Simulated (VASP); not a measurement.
# MgH2 (P1) in VASP: relaxation of cell and atoms with PBE

Aim: the relaxation of cell and atoms of MgH2 with PBE.

All numbers are computed with VASP 6.6.1; they aren't measurements. Logs are shortened: lines on timing, memory, paths and dates and some standing lists are left out, and cuts for length are marked.

### Step 1. The cell of the first run

The typed cell holds 6 atoms: a = 3.350 Å, b = 3.233 Å, c = 5.357 Å, α = 89.12°, β = 89.75°, γ = 87.68°.

### Step 2. Relaxation of cell and atoms, PBE

INCAR reads:

```
PREC = Accurate
ENCUT = 600
EDIFF = 1E-7
ISMEAR = 0
SIGMA = 0.2
LREAL = F
LASPH = T
NELM = 100
ALGO = Normal
ISIF = 3
LWAVE = F
LCHARG = F
GGA = PE
IBRION = 2
NSW = 80
EDIFFG = -0.025
```

KPOINTS reads:

```
Automatic mesh
0
Gamma
  6 6 4
```

POSCAR reads:

```
MgH2
1.0
    3.3497083815      0.0666936137      0.0069614435
    0.0666936137      3.2326386185      0.0250507047
    0.0113690444      0.0409114251      5.3569405117
Mg H
2 4
Direct
    0.4745927771      0.5061522515      0.5064456021
    0.5128095846      0.5050965641     -0.0156253237
    0.0373595907      0.5180763808      0.2644722041
   -0.0362004454      0.4888347907      0.7400894512
    0.4899391828     -0.0291913119      0.2451139873
    0.5214993102      0.0110313248      0.7595040790
```

Potentials or basis: VASP PAW PBE potentials, release 64 (Mg, H).

Launch:

```bash
> cat potpaw_PBE.64/Mg/POTCAR potpaw_PBE.64/H/POTCAR > POTCAR
> mpirun -np 1 vasp_std > vasp.out
```

OUTCAR:

```text
PREC = Accurate
   ENCUT = 600
   EDIFF = 1E-7
   ISMEAR = 0
   LREAL = F
   LASPH = T
   NELM = 100
   ISIF = 3
   GGA = PE
   IBRION = 2
   NSW = 80
   EDIFFG = -0.025

 ion  position               nearest neighbor table
   1  0.475  0.506  0.506-   3 1.96   5 2.04   4 2.07   6 2.08   4 2.12   6 2.15   5 2.24   2 2.56
                             2 2.80
   2  0.513  0.505  0.984-   4 1.99   6 2.01   6 2.02   5 2.07   3 2.18   5 2.21   4 2.26   1 2.56
                             1 2.80
   3  0.037  0.518  0.264-   1 1.96   2 2.18
   4  0.964  0.489  0.740-   2 1.99   1 2.07   1 2.12   2 2.26
   5  0.490  0.971  0.245-   1 2.04   2 2.07   2 2.21   1 2.24
   6  0.521  0.011  0.760-   2 2.01   2 2.02   1 2.08   1 2.15

  LATTYP: Found a triclinic cell.
 ALAT       =     3.2334235747
 B/A-ratio  =     1.0361709237
 C/A-ratio  =     1.6567915312
 COS(alpha) =     0.0043515735
 COS(beta)  =     0.0154259489
 COS(gamma) =     0.0405397351

  Lattice vectors:

 A1 = (  -0.0666936137,  -3.2326386185,  -0.0250507047)
 A2 = (  -3.3497083815,  -0.0666936137,  -0.0069614435)
 A3 = (  -0.0113690444,  -0.0409114251,  -5.3569405117)

Analysis of symmetry for initial positions (statically):
=====================================================================
 Subroutine PRICEL returns:
 Original cell was already a primitive cell.

 Routine SETGRP: Setting up the symmetry group for a
 triclinic supercell.

 Subroutine GETGRP returns: Found  1 space group operations
 (whereof  1 operations were pure point group operations)
 out of a pool of  2 trial point group operations.

The static configuration has the point symmetry C_1 .

Analysis of symmetry for dynamics (positions and initial velocities):
=====================================================================
 Subroutine PRICEL returns:
 Original cell was already a primitive cell.

 Routine SETGRP: Setting up the symmetry group for a
 triclinic supercell.

 Subroutine GETGRP returns: Found  1 space group operations
 (whereof  1 operations were pure point group operations)
 out of a pool of  2 trial point group operations.

The dynamic configuration has the point symmetry C_1 .

 Subroutine INISYM returns: Found  1 space group operations
 (whereof  1 operations are pure point group operations),
 and found     1 'primitive' translations

----------------------------------------------------------------------------------------

                                     Primitive cell

  volume of cell :      57.9796

  direct lattice vectors                    reciprocal lattice vectors
     3.349708382  0.066693614  0.006961444     0.298657260 -0.006157147 -0.000586818
     0.066693614  3.232638618  0.025050705    -0.006157147  0.309490062 -0.002350535
     0.011369044  0.040911425  5.356940512    -0.000359318 -0.001439270  0.186685472

  length of vectors
     3.350379492  3.233423575  5.357108795     0.298721298  0.309560226  0.186691366

  position of ions in fractional coordinates (direct lattice)
     0.474592777  0.506152251  0.506445602
     0.512809585  0.505096564  0.984374676
     0.037359591  0.518076381  0.264472204
     0.963799555  0.488834791  0.740089451
     0.489939183  0.970808688  0.245113987
     0.521499310  0.011031325  0.759504079

  ion indices of the primitive-cell ions
   primitive index   ion index
                 1           1
                 2           2
                 3           3
                 4           4
                 5           5
                 6           6

----------------------------------------------------------------------------------------

 KPOINTS: Automatic mesh

Automatic generation of k-mesh.
 Grid dimensions read from file:
 generate k-points for:    6    6    4

 Generating k-lattice:

  Cartesian coordinates                     Fractional coordinates (reciprocal lattice)
     0.049776210 -0.001026191 -0.000097803     0.166666667 -0.000000000 -0.000000000
    -0.001026191  0.051581677 -0.000391756     0.000000000  0.166666667  0.000000000
    -0.000089829 -0.000359817  0.046671368     0.000000000  0.000000000  0.250000000

  Length of vectors
     0.049786883  0.051593371  0.046672841

  Shift w.r.t. Gamma in fractional coordinates (k-lattice)
     0.000000000  0.000000000  0.000000000

 Subroutine IBZKPT returns following result:
 ===========================================

 Found     76 irreducible k-points:

 Following reciprocal coordinates:
            Coordinates               Weight
  0.000000  0.000000  0.000000      1.000000
  0.166667  0.000000  0.000000      2.000000
  0.333333 -0.000000  0.000000      2.000000
  0.500000 -0.000000  0.000000      1.000000
  0.000000  0.166667  0.000000      2.000000
  0.166667  0.166667  0.000000      2.000000
[... 16 lines left out ...]
  0.333333 -0.000000  0.250000      2.000000
  0.500000 -0.000000  0.250000      2.000000
 [... further k-points ...]
   k-points           NKPTS =     76   k-points in BZ     NKDIM =     76   number of bands    NBANDS=      8
   number of dos      NEDOS =    301   number of ions     NIONS =      6
   total plane-waves  NPLWV =  37632
   dimension x,y,z NGX =    28 NGY =   28 NGZ =   48
   dimension x,y,z NGXF=    56 NGYF=   56 NGZF=   96
   ions per type =               2   4
   NGX,Y,Z   is equivalent  to a cutoff of  13.89, 14.40, 14.90 a.u.
   NGXF,Y,Z  is equivalent  to a cutoff of  27.79, 28.79, 29.79 a.u.
 SYSTEM =  unknown system
   PREC   = accura    normal or accurate (medium, high low for compatibility)
   ISTART =      0    job   : 0-new  1-cont  2-samecut
   ICHARG =      2    charge: 1-file 2-atom 10-const
   ISPIN  =      1    spin polarized calculation?
   LNONCOLLINEAR =      F non collinear calculations
   LSORBIT =      F    spin-orbit coupling
   LASPH  =      T    aspherical Exc in radial PAW
   ENCUT  =  600.0 eV  44.10 Ry    6.64 a.u.   6.69  6.46 10.70*2*pi/ulx,y,z
   NELM   =    100;   NELMIN=  2; NELMDL= -5     # of ELM steps
   EDIFF  = 0.1E-06   stopping-criterion for ELM
   LREAL  =      F    real-space projection
   EDIFFG = -.3E-01   stopping-criterion for IOM
   NSW    =     80    number of steps for IOM
   IBRION =      2    ionic relax: 0-MD 1-quasi-New 2-CG
   NFREE  =      1    steps in history (QN), initial steepest desc. (CG)
   ISIF   =      3    stress and relaxation
   ISYM   =      2    0-nonsym 1-usesym 2-fastsym
   POTIM  = 0.5000    time-step for ionic-motion
   TEBEG  =    0.0;   TEEND  =   0.0 temperature during run
   PSTRESS=    0.0 pullay stress
   NELECT =       8.0000    total number of electrons
   NUPDOWN=      -1.0000    fix difference up-down
   EMIN   =  10.00;   EMAX   =-10.00  energy-range for DOS
   EFERMI =   0.00;   METHOD = LEGACY
   ISMEAR =     0;   SIGMA  =   0.20  broadening in eV -4-tet -1-fermi 0-gaus
   EFERMI_NEDOS =   21; number of points for ismear=-14 and -15
   IALGO  =     38    algorithm
   IMIX   =      4    mixing-type and parameters
     AMIX     =   0.40;   BMIX     =  1.00
     AMIX_MAG =   1.60;   BMIX_MAG =  1.00
  volume/ion in A,a.u.               =       9.66        65.21
  Fermi-wavevector in a.u.,A,eV,Ry     =   0.845953  1.598620  9.736834  0.715637
  Thomas-Fermi vector in A             =   1.961224
   LORBIT       =      0    0 simple, 1 ext, 2 COOP (PROOUT), +10 PAW based schemes
   GGA     = PE    functional components
   LHFCALC =     F    Hartree Fock is set to
   AEXX    =    0.0000 exact exchange contribution
   IVDW    =     0    specifies the selected vdW correction
   LEPSILON=     F    determine dielectric tensor
   LRPA    =     F    only Hartree local field effects (RPA)
 conjugate gradient relaxation of ions
 non-spin polarized calculation
 Gauss-broadening in eV      SIGMA  =   0.20
  energy-cutoff  :      600.00
  volume of cell :       57.98
 maximum number of plane-waves:      1965
   NGX = 13   NGY = 13   NGZ = 21

--------------------------------------- Ionic step        1  -------------------------------------------

 number of electron       8.0000000 magnetization

 Free energy of the ion-electron system (eV)
  ---------------------------------------------------
  ext. energy  EPLUGINS =         0.00000000
  ---------------------------------------------------
  free energy    TOTEN  =       -15.68613242 eV

  energy without entropy =      -15.67660058  energy(sigma->0) =      -15.68136650

------------------------ aborting loop because EDIFF is reached ----------------------------------------

  FORCE on cell =-STRESS in cart. coord.  units (eV):
  Direction    XX          YY          ZZ          XY          YZ          ZX
  --------------------------------------------------------------------------------------
  -------------------------------------------------------------------------------------
  Total       -0.2474175      0.4731812      0.3239381     -0.7162021     -0.0277302      0.1322985
  in kB       -6.8370026     13.0756377      8.9515324    -19.7911465     -0.7662825      3.6558649
  external PRESSURE =       5.0633892 kB  Pullay stress =       0.0000000 kB
[... 101 lines left out ...]
  FREE ENERGIE OF THE ION-ELECTRON SYSTEM (eV)
  ---------------------------------------------------
  free  energy   TOTEN  =       -15.8110584579 eV

  energy  without entropy=      -15.8008680187  energy(sigma->0) =      -15.80596324

[... ionic steps 4 to 48 ...]

--------------------------------------- Ionic step       49  -------------------------------------------

 number of electron       7.9999999 magnetization

------------------------ aborting loop because EDIFF is reached ----------------------------------------
[... 75 lines left out ...]
--------------------------------------- Ionic step       51  -------------------------------------------

 number of electron       7.9999999 magnetization

 Free energy of the ion-electron system (eV)
  ---------------------------------------------------
  ext. energy  EPLUGINS =         0.00000000
  ---------------------------------------------------
  free energy    TOTEN  =       -16.79100091 eV

  energy without entropy =      -16.79100091  energy(sigma->0) =      -16.79100091

 E-fermi :   1.1358     XC(G=0):  -8.2064

 val. band max:        0.3164339126   @ k =   0.0000   0.0000   0.0000
 cond. band min:       2.0322852536   @ k =   0.5000   0.5000   0.0000
 fundamental gap:      1.7158513410
 Fermi energy:         1.1357947501

 k-point     1 :       0.0000    0.0000    0.0000
  band No.  band energies     occupation
      1      -6.9533      2.00000
      2      -3.7497      2.00000
      3      -3.2816      2.00000
      4       0.3164      2.00000
      5       6.4520      0.00000
      6       7.2915      0.00000
      7       7.6858      0.00000
      8       9.2997      0.00000
[... 243 lines left out ...]
 k-point    24 :       0.5000   -0.0000    0.2500
  band No.  band energies     occupation
      1      -3.6819      2.00000
      2      -3.2825      2.00000
      3      -2.6834      2.00000
      4      -1.5998      2.00000
      5       2.9692      0.00000
      6       4.3059      0.00000
      7       6.0378      0.00000
      8       7.4290      0.00000

 [... further k-points ...]

------------------------ aborting loop because EDIFF is reached ----------------------------------------

  FORCE on cell =-STRESS in cart. coord.  units (eV):
  Direction    XX          YY          ZZ          XY          YZ          ZX
  --------------------------------------------------------------------------------------
  -------------------------------------------------------------------------------------
  Total        0.0561421     -0.0171146      0.0448877      0.0081878      0.0175806      0.0027022
  in kB        1.3813225     -0.4210883      1.1044170      0.2014537      0.4325542      0.0664845
  external PRESSURE =       0.6882170 kB  Pullay stress =       0.0000000 kB
[... 21 lines left out ...]
  FREE ENERGIE OF THE ION-ELECTRON SYSTEM (eV)
  ---------------------------------------------------
  free  energy   TOTEN  =       -16.7910009064 eV

  energy  without entropy=      -16.7910009064  energy(sigma->0) =      -16.79100091

 reached required accuracy - stopping structural energy minimisation
```

Wall time 8.6 min (1 thread of AMD EPYC 9R45 (Zen 5), shared host); peak memory 0.2 GiB.

What came out:

- Free energy: -16.7910 eV
- Relaxed volume: 10.85 Å³/atom
- Relaxed cell: a = 3.116 Å, b = 3.418 Å, c = 6.152 Å, α = 90.08°, β = 83.65°, γ = 90.02°
- Space group after relaxing (to 0.05 Å): Pm (No. 6)
- Energy gained by relaxing: 184.1 meV/atom
- Ionic steps: 51
- Pressure after relaxing: 0.1 GPa
- Largest force after relaxing: 0.020 eV/Å
- Band gap on the k mesh: 1.72 eV, indirect (least direct gap 2.93 eV)

Forces in eV/Å, atoms in the order of the input:
```
Mg  -0.003  0.011  0.017
Mg   0.010 -0.002  0.004
H   -0.002 -0.004  0.004
H   -0.007  0.000  0.000
H   -0.001 -0.003 -0.014
H    0.004 -0.002 -0.011
```

The path:
| step | energy change (eV) | largest force (eV/Å) | pressure (GPa) | volume (Å³) |
| --- | --- | --- | --- | --- |
| 1 | 0.0000 | 1.2408 | 0.51 | 57.98 |
| 3 | -0.1249 | 0.5196 | -0.42 | 58.37 |
| 5 | -0.2036 | 0.1244 | -0.30 | 57.86 |
| 7 | -0.2078 | 0.1309 | -0.05 | 57.49 |
| 9 | -0.2099 | 0.0695 | 0.18 | 57.23 |
| 11 | -0.2215 | 0.2729 | 0.09 | 57.46 |
| 13 | -0.2431 | 0.8405 | 0.61 | 58.41 |
| 15 | -0.2556 | 0.7079 | 0.30 | 58.11 |
| 17 | -0.2560 | 0.7123 | 0.30 | 58.12 |
| 19 | -0.2574 | 0.7316 | 0.33 | 58.17 |
| 21 | -0.2596 | 0.8035 | 0.45 | 58.36 |
| 23 | -0.2697 | 0.8186 | 0.43 | 58.42 |
| 25 | -0.3150 | 0.8780 | 0.37 | 58.73 |
| 27 | -0.4614 | 0.9874 | 0.58 | 59.91 |
| 29 | -0.5012 | 1.0240 | 1.09 | 60.73 |
| 31 | -0.8646 | 0.6931 | 0.83 | 63.57 |
| 33 | -0.9313 | 0.4750 | 0.29 | 64.98 |
| 35 | -1.0251 | 0.2846 | -0.79 | 65.80 |
| 37 | -1.0805 | 0.2524 | 0.32 | 64.13 |
| 39 | -1.0928 | 0.1146 | 0.10 | 64.44 |
| 41 | -1.0994 | 0.0405 | 0.00 | 64.84 |
| 43 | -1.1017 | 0.0561 | 0.05 | 65.01 |
| 45 | -1.1030 | 0.0370 | -0.02 | 65.20 |
| 47 | -1.1040 | 0.0297 | -0.07 | 65.27 |
| 49 | -1.1045 | 0.0312 | 0.04 | 65.13 |
| 51 | -1.1049 | 0.0204 | 0.07 | 65.12 |

Final structure:
```yaml
crystal:
  lattice:
    - [3.10930, -0.00512, 0.20113]
    - [0.00350, 3.41805, 0.01258]
    - [0.28454, -0.03120, 6.14551]
  atoms:
    - { symbol: Mg, position: [0.60757, 0.49718, 0.46578] }
    - { symbol: Mg, position: [0.49168, 0.50254, 0.96719] }
    - { symbol: H, position: [0.94601, 0.50041, 0.15313] }
    - { symbol: H, position: [0.02943, 0.50012, 0.66419] }
    - { symbol: H, position: [0.45149, 0.99764, 0.38049] }
    - { symbol: H, position: [0.47381, 0.00210, 0.86922] }
```

Levels at points of the mesh, in eV from the valence-band top:
| k point | band 2 | band 3 | band 4 | band 5 | band 6 | band 7 |
| --- | --- | --- | --- | --- | --- | --- |
| (0.00, 0.00, 0.00) | -4.07 | -3.60 | 0.00 | 6.14 | 6.98 | 7.37 |
| (0.50, 0.00, 0.00) | -3.95 | -2.72 | -1.45 | 2.00 | 3.22 | 6.20 |
| (0.00, 0.50, 0.00) | -3.93 | -2.98 | -2.28 | 1.75 | 3.32 | 8.09 |
| (0.50, 0.50, 0.00) | -2.41 | -1.72 | -1.21 | 1.72 | 3.47 | 3.95 |
| (0.00, 0.00, 0.50) | -6.34 | -1.02 | -0.70 | 5.61 | 5.94 | 7.83 |
| (0.50, 0.00, 0.50) | -3.36 | -3.09 | -2.57 | 3.92 | 4.46 | 5.41 |
| (0.00, 0.50, 0.50) | -4.12 | -3.30 | -3.22 | 4.42 | 4.75 | 5.71 |
| (0.50, 0.50, 0.50) | -2.27 | -1.94 | -1.84 | 2.54 | 2.62 | 4.33 |

A k mesh can miss the band edges.
